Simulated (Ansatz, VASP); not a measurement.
In: VASP beside Ansatz

```xyz
2
Lattice="-3.7424 3.7171 1.5340 3.7171 -3.7424 1.5340 2.0720 2.0720 -1.5803" Properties=species:S:1:pos:R:3 pbc="T T T"
In   -1.6654    5.7840   -0.0463
In   -0.8466    2.8933    0.7438
```

Alike in both runs: task single point; functional PBEsol; k mesh 13 × 13 × 12; occupations fermi-dirac, width 0.1 eV; no spin polarisation.

```csv
,VASP,Ansatz
version,VASP 6.6.1,Ansatz 0.2.0
potentials or method,"VASP PAW PBE potentials, release 64 (In_d), cutoff 520 eV","plane waves (420 eV) with PAW, scalar-relativistic"
valence electrons in the cell,26,26
```

|  | VASP | Ansatz | Ansatz less VASP |
| --- | --- | --- | --- |
| pressure (GPa) | 4.6 | 4.6 | +0.02 |
| traceless stress, the component that is largest in VASP (GPa) | -0.53 | -0.53 | +0.003 |

VASP's potentials were made for PBE, not for PBEsol, and Ansatz warns of the same on its side.
